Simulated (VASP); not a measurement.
# LaH2Pd2 (I4/mmm) in VASP: notebook

The runs below take LaH2Pd2 through single point, with r2SCAN.

Everything below comes from runs of VASP 6.6.1. Logs are shortened: lines on timing, memory, paths and dates and some standing lists are left out, and cuts for length are marked.

## 1. The cell of the first run

The structure is tetragonal, space group I4/mmm (No. 139). Conventional cell: a = 3.972 Å, b = 3.972 Å, c = 9.189 Å, α = 90.00°, β = 90.00°, γ = 90.00°. Within 3.1 Å of Pd (site symmetry -4m2) lie 4 H at 2.29 Å and 4 Pd at 2.81 Å and 4 La at 3.04 Å. Within 3.1 Å of H (site symmetry 4mm) lie 4 Pd at 2.29 Å and 1 H at 2.30 Å and 4 La at 3.03 Å. Within 4.0 Å of La (site symmetry 4/mmm) lie 10 H at 3.03 to 3.45 Å and 8 Pd at 3.04 Å and 4 La at 3.97 Å.

## 2. Single point, r2SCAN

Contents of POSCAR:

```
LaH2Pd2
1.0
    0.0000000000      3.9715013900      0.0000000000
    3.9715013900      0.0000000000      0.0000000000
    1.9857502000      1.9857502000     -4.5942817500
Pd H La
2 2 1
Direct
    0.7500000000      0.2500000000      0.5000000000
    0.2500000000      0.7500000000      0.5000000000
    0.3750000000      0.3750000000      0.2500000000
    0.6250000000      0.6250000000      0.7500000000
    0.0000000000      0.0000000000      0.0000000000
```

Contents of INCAR.step1:

```
SYSTEM = LaH2Pd2
ALGO = Normal ; EDIFF = 1E-4
ENCUT = 520 ; GGA = PE
ISMEAR = -1 ; LASPH = .TRUE.
LCHARG = .FALSE. ; LREAL = .FALSE.
LWAVE = .TRUE. ; NBANDS = 24
NELM = 100 ; PREC = Accurate
SIGMA = 0.1
```

Contents of INCAR.step2:

```
SYSTEM = LaH2Pd2
ALGO = Normal ; EDIFF = 1E-6
ENCUT = 520 ; ISIF = 2
ISMEAR = -1 ; ISTART = 1
LASPH = .TRUE. ; LCHARG = .FALSE.
LMIXTAU = .TRUE. ; LREAL = .FALSE.
LWAVE = .FALSE. ; METAGGA = R2SCAN
NBANDS = 24 ; NELM = 100
PREC = Accurate ; SIGMA = 0.1
```

Contents of KPOINTS:

```
k-points
0
G
  9 9 9
  0 0 0
```

Potentials or basis: VASP PAW PBE potentials, release 64 (Pd, H, La).

Launch:

```bash
cat potpaw_PBE.64/Pd/POTCAR potpaw_PBE.64/H/POTCAR potpaw_PBE.64/La/POTCAR > POTCAR
cp INCAR.step1 INCAR
mpirun -np 1 vasp_std > vasp.out
cp INCAR.step2 INCAR
mpirun -np 1 vasp_std > vasp.out
```

OUTCAR:

```text
SYSTEM = LaH2Pd2
   EDIFF = 1E-6
   ENCUT = 520
   ISIF = 2
   ISMEAR = -1
   ISTART = 1
   LASPH = .TRUE.
   LREAL = .FALSE.
   METAGGA = R2SCAN
   NELM = 100
   PREC = Accurate

 ion  position               nearest neighbor table
   1  0.750  0.250  0.500-   2 2.81   2 2.81   2 2.81   2 2.81   5 3.04   5 3.04   5 3.04   5 3.04

   2  0.250  0.750  0.500-   1 2.81   1 2.81   1 2.81   1 2.81   5 3.04   5 3.04   5 3.04   5 3.04

   3  0.375  0.375  0.250-
   4  0.625  0.625  0.750-
   5  0.000  0.000  0.000-   1 3.04   2 3.04   1 3.04   2 3.04   1 3.04   2 3.04   1 3.04   2 3.04

  LATTYP: Found a body centered tetragonal cell.
 ALAT       =     3.9715013900
 C/A-ratio  =     2.3136246466

  Lattice vectors:

 A1 = (  -1.9857502000,   1.9857511900,   4.5942817500)
 A2 = (   1.9857511900,  -1.9857502000,   4.5942817500)
 A3 = (   1.9857502000,   1.9857502000,  -4.5942817500)

Analysis of symmetry for initial positions (statically):
=====================================================================
 Subroutine PRICEL returns:
 Original cell was already a primitive cell.

 Routine SETGRP: Setting up the symmetry group for a
 body centered tetragonal supercell.

 Subroutine GETGRP returns: Found 16 space group operations
 (whereof 16 operations were pure point group operations)
 out of a pool of 16 trial point group operations.

The static configuration has the point symmetry D_4h.

Analysis of symmetry for dynamics (positions and initial velocities):
=====================================================================
 Subroutine PRICEL returns:
 Original cell was already a primitive cell.

 Routine SETGRP: Setting up the symmetry group for a
 body centered tetragonal supercell.

 Subroutine GETGRP returns: Found 16 space group operations
 (whereof 16 operations were pure point group operations)
 out of a pool of 16 trial point group operations.

The dynamic configuration has the point symmetry D_4h.

 Subroutine INISYM returns: Found 16 space group operations
 (whereof 16 operations are pure point group operations),
 and found     1 'primitive' translations

----------------------------------------------------------------------------------------

                                     Primitive cell

  volume of cell :      72.4648

  direct lattice vectors                    reciprocal lattice vectors
     0.000000000  3.971501390  0.000000000     0.000000000  0.251793944  0.108830913
     3.971501390  0.000000000  0.000000000     0.251793944  0.000000000  0.108830913
     1.985750200  1.985750200 -4.594281750     0.000000000  0.000000000 -0.217661879

  length of vectors
     3.971501390  3.971501390  5.384592140     0.274307050  0.274307050  0.217661879

  position of ions in fractional coordinates (direct lattice)
     0.750000000  0.250000000  0.500000000
     0.250000000  0.750000000  0.500000000
     0.375000000  0.375000000  0.250000000
     0.625000000  0.625000000  0.750000000
     0.000000000  0.000000000  0.000000000

  ion indices of the primitive-cell ions
   primitive index   ion index
                 1           1
                 2           2
                 3           3
                 4           4
                 5           5

----------------------------------------------------------------------------------------

 KPOINTS: k-points

Automatic generation of k-mesh.
 Grid dimensions read from file:
 generate k-points for:    9    9    9

 Generating k-lattice:

  Cartesian coordinates                     Fractional coordinates (reciprocal lattice)
     0.000000000  0.027977105  0.012092324     0.111111111  0.000000000 -0.000000000
     0.027977105  0.000000000  0.012092324     0.000000000  0.111111111 -0.000000000
     0.000000000  0.000000000 -0.024184653     0.000000000  0.000000000  0.111111111

  Length of vectors
     0.030478561  0.030478561  0.024184653

  Shift w.r.t. Gamma in fractional coordinates (k-lattice)
     0.000000000  0.000000000  0.000000000

 Subroutine IBZKPT returns following result:
 ===========================================

 Found     75 irreducible k-points:

 Following reciprocal coordinates:
            Coordinates               Weight
  0.000000  0.000000  0.000000      1.000000
  0.111111  0.000000  0.000000      8.000000
  0.222222  0.000000  0.000000      8.000000
  0.333333  0.000000  0.000000      8.000000
  0.444444  0.000000  0.000000      8.000000
  0.111111  0.111111  0.000000      8.000000
[... 16 lines left out ...]
 -0.333333  0.333333  0.000000      4.000000
  0.444444  0.444444  0.000000      8.000000
 [... further k-points ...]
   k-points           NKPTS =     75   k-points in BZ     NKDIM =     75   number of bands    NBANDS=     24
   number of dos      NEDOS =    301   number of ions     NIONS =      5
   total plane-waves  NPLWV =  36000
   dimension x,y,z NGX =    30 NGY =   30 NGZ =   40
   dimension x,y,z NGXF=    60 NGYF=   60 NGZF=   80
   ions per type =               2   2   1
   NGX,Y,Z   is equivalent  to a cutoff of  12.56, 12.56, 12.35 a.u.
   NGXF,Y,Z  is equivalent  to a cutoff of  25.12, 25.12, 24.70 a.u.
 SYSTEM =  LaH2Pd2
   PREC   = accura    normal or accurate (medium, high low for compatibility)
   ISTART =      1    job   : 0-new  1-cont  2-samecut
   ICHARG =      0    charge: 1-file 2-atom 10-const
   ISPIN  =      1    spin polarized calculation?
   LNONCOLLINEAR =      F non collinear calculations
   LSORBIT =      F    spin-orbit coupling
   LASPH  =      T    aspherical Exc in radial PAW
   ENCUT  =  520.0 eV  38.22 Ry    6.18 a.u.   7.38  7.38 10.01*2*pi/ulx,y,z
   NELM   =    100;   NELMIN=  2; NELMDL=  0     # of ELM steps
   EDIFF  = 0.1E-05   stopping-criterion for ELM
   LREAL  =      F    real-space projection
   EDIFFG = 0.1E-04   stopping-criterion for IOM
   NSW    =      0    number of steps for IOM
   IBRION =     -1    ionic relax: 0-MD 1-quasi-New 2-CG
   NFREE  =      0    steps in history (QN), initial steepest desc. (CG)
   ISIF   =      2    stress and relaxation
   ISYM   =      2    0-nonsym 1-usesym 2-fastsym
   POTIM  = 0.5000    time-step for ionic-motion
   TEBEG  =    0.0;   TEEND  =   0.0 temperature during run
   PSTRESS=    0.0 pullay stress
   NELECT =      33.0000    total number of electrons
   NUPDOWN=      -1.0000    fix difference up-down
   EMIN   =  10.00;   EMAX   =-10.00  energy-range for DOS
   EFERMI =   0.00;   METHOD = LEGACY
   ISMEAR =    -1;   SIGMA  =   0.10  broadening in eV -4-tet -1-fermi 0-gaus
   EFERMI_NEDOS =   21; number of points for ismear=-14 and -15
   IALGO  =     38    algorithm
   IMIX   =      4    mixing-type and parameters
     AMIX     =   0.40;   BMIX     =  1.00
     AMIX_MAG =   1.60;   BMIX_MAG =  1.00
  volume/ion in A,a.u.               =      14.49        97.80
  Fermi-wavevector in a.u.,A,eV,Ry     =   1.259516  2.380141 21.584028  1.586381
  Thomas-Fermi vector in A             =   2.393072
   LORBIT       =      0    0 simple, 1 ext, 2 COOP (PROOUT), +10 PAW based schemes
   METAGGA = R2SCAN    functional components
   LHFCALC =     F    Hartree Fock is set to
   AEXX    =    0.0000 exact exchange contribution
   IVDW    =     0    specifies the selected vdW correction
   LEPSILON=     F    determine dielectric tensor
   LRPA    =     F    only Hartree local field effects (RPA)
 non-spin polarized calculation
  energy-cutoff  :      520.00
  volume of cell :       72.46
 maximum number of plane-waves:      1981
 NGX is ok and might be reduce to    30
   NGX = 15   NGY = 15   NGZ = 19

 number of electron      33.0000001 magnetization

 Free energy of the ion-electron system (eV)
  ---------------------------------------------------
  ext. energy  EPLUGINS =         0.00000000
  ---------------------------------------------------
  free energy    TOTEN  =       -84.06260323 eV

  energy without entropy =      -84.01081310  energy(sigma->0) =      -84.03670817

 E-fermi :   9.0121     XC(G=0): -11.8562

 val. band max:        9.0087801754   @ k =   0.0000   0.0000   0.1111
 cond. band min:       9.0179756369   @ k =  -0.2222   0.0000   0.3333
 fundamental gap:      0.0091954614
 Fermi energy:         9.0121490972

 k-point     1 :       0.0000    0.0000    0.0000
  band No.  band energies     occupation
      1     -25.3837      2.00000
      2      -8.8417      2.00000
      3      -8.5207      2.00000
      4      -8.5207      2.00000
      5       0.5925      2.00000
      6       2.4694      2.00000
[... 16 lines left out ...]
     23      10.9994      0.00000
     24      11.0764      0.00000

 k-point     2 :       0.1111    0.0000    0.0000
  band No.  band energies     occupation
      1     -25.3790      2.00000
      2      -8.8424      2.00000
      3      -8.5843      2.00000
      4      -8.5141      2.00000
      5       0.7709      2.00000
      6       2.5057      2.00000
[... 16 lines left out ...]
     23      11.0691      0.00000
     24      11.1069      0.00000

 k-point     3 :       0.2222    0.0000    0.0000
  band No.  band energies     occupation
      1     -25.3671      2.00000
      2      -8.8450      2.00000
      3      -8.7377      2.00000
      4      -8.4976      2.00000
      5       1.2398      2.00000
      6       2.6045      2.00000
[... 16 lines left out ...]
     23      11.1187      0.00000
     24      11.1931      0.00000
[... 514 lines left out ...]
 k-point    23 :      -0.3333    0.3333    0.0000
  band No.  band energies     occupation
      1     -25.3271      2.00000
      2      -8.8832      2.00000
      3      -8.8106      2.00000
      4      -8.7985      2.00000
      5       1.9922      2.00000
      6       3.1617      2.00000
[... 16 lines left out ...]
     23      11.1484      0.00000
     24      11.2372      0.00000

 k-point    24 :       0.4444    0.4444    0.0000
  band No.  band energies     occupation
      1     -25.3105      2.00000
      2      -8.9529      2.00000
      3      -8.8957      2.00000
      4      -8.7908      2.00000
      5       1.9283      2.00000
      6       3.0204      2.00000
[... 16 lines left out ...]
     23      11.0339      0.00000
     24      11.0835      0.00000

 [... further k-points ...]

------------------------ aborting loop because EDIFF is reached ----------------------------------------

  FORCE on cell =-STRESS in cart. coord.  units (eV):
  Direction    XX          YY          ZZ          XY          YZ          ZX
  --------------------------------------------------------------------------------------
  -------------------------------------------------------------------------------------
  Total       -2.3143877     -2.3143877     -0.2967099     -0.0000000     -0.0000000     -0.0000000
  in kB      -51.1704970    -51.1704970     -6.5601773     -0.0000000     -0.0000007     -0.0000007
  external PRESSURE =     -36.3003904 kB  Pullay stress =       0.0000000 kB

 VOLUME and BASIS-vectors are now :
 -----------------------------------------------------------------------------
  energy-cutoff  :      520.00
  volume of cell :       72.46
      direct lattice vectors                 reciprocal lattice vectors
     0.000000000  3.971501390  0.000000000     0.000000000  0.251793944  0.108830913
     3.971501390  0.000000000  0.000000000     0.251793944  0.000000000  0.108830913
     1.985750200  1.985750200 -4.594281750     0.000000000  0.000000000 -0.217661879

 POSITION                                       TOTAL-FORCE (eV/Angst)
 -----------------------------------------------------------------------------------
      1.98575      3.97150     -2.29714         0.000000     -0.000000     -0.000000
      3.97150      1.98575     -2.29714        -0.000000      0.000000      0.000000
      1.98575      1.98575     -1.14857        -0.000000     -0.000000     -0.590486
      3.97150      3.97150     -3.44571         0.000000      0.000000      0.590486
      0.00000      0.00000      0.00000         0.000000     -0.000000      0.000000
 -----------------------------------------------------------------------------------
    total drift:                                0.000000      0.000000      0.000000

  FREE ENERGIE OF THE ION-ELECTRON SYSTEM (eV)
  ---------------------------------------------------
  free  energy   TOTEN  =       -84.0626032322 eV

  energy  without entropy=      -84.0108131046  energy(sigma->0) =      -84.03670817
```

Wall time 7.6 min (1 thread of Intel Xeon Platinum 8488C (Sapphire Rapids), shared host); peak memory 0.31 GiB.

What came out:

* Free energy: -84.0626 eV
* Pressure: -3.6 GPa
* Largest force: 0.590 eV/Å
* Band gap on the k mesh: zero (an odd number of electrons rules out a gap without spin polarisation)

Forces on the atoms (eV/Å):
```
Pd   0.000  0.000  0.000
Pd   0.000  0.000  0.000
H    0.000  0.000 -0.590
H    0.000  0.000  0.590
La   0.000  0.000  0.000
```

Stress tensor (GPa, compression positive):
```
-5.12  0.00  0.00
 0.00 -5.12  0.00
 0.00  0.00 -0.66
```

Levels at points of the mesh, in eV from the Fermi level:
```tsv
k point	band 12	band 13	band 14	band 15	band 16	band 17	band 18	band 19	band 20	band 21
(0.00, 0.00, 0.00)	-3.03	-3.03	-2.06	-1.38	-1.07	-0.80	-0.25	0.87	0.87	1.89
```

Caveat: the cell stands under tension; the PAW data sets were made with another functional, which shifts forces and pressure a little; spin-orbit coupling is left out, which moves the levels of the heavy elements.

(Continued in part 2 of 2.)
